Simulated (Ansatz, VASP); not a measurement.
# One calculation of Ba2CaNi6Ir, two programs

```xyz
10
Lattice="0.0000 4.3631 4.3631 4.3631 0.0000 4.3631 4.3631 4.3631 0.0000" Properties=species:S:1:pos:R:3 pbc="T T T"
Ir    4.3631    4.3631    4.3631
Ni    2.3334    4.3631    4.3631
Ni    4.3631    2.3334    4.3631
Ni    6.3928    4.3631    4.3631
Ni    4.3631    6.3928    4.3631
Ni    4.3631    4.3631    2.3334
Ni    4.3631    4.3631    6.3928
Ba    2.1815    2.1815    2.1815
Ba    6.5446    6.5446    6.5446
Ca    0.0000    0.0000    0.0000
```

Alike in both runs: task single point; functional PBE; k mesh 4 × 4 × 4; no spin polarisation.

|  | VASP | Ansatz |
| --- | --- | --- |
| version | VASP 6.6.1 | Ansatz 0.2.0 |
| potentials or method | VASP PAW PBE potentials, release 64 (Ir, Ni, Ba_sv, Ca_sv), cutoff 520 eV | PAW plane waves |
| occupations | fermi-dirac, width 0.1 eV | fermi-dirac |
| valence electrons in the cell | 99 | 155 |

Ansatz gave:

| Item | Value |
| --- | --- |
| gap on the k mesh at the Fermi level (eV) | none |
| rms of the force components (eV/Å) | 2.632 |

What did VASP give for the same quantities?

gap on the k mesh at the Fermi level (eV): none; rms of the force components (eV/Å): 2.480.

Atom by atom the forces differ by 0.152 eV/Å (rms over components). A gap of «none» marks a metal or a gap that the smearing closes. VASP's potentials hold 99 valence electrons a cell and Ansatz's 155, so a difference there can come from the potentials and not from the codes.

Spin-orbit coupling is off throughout.
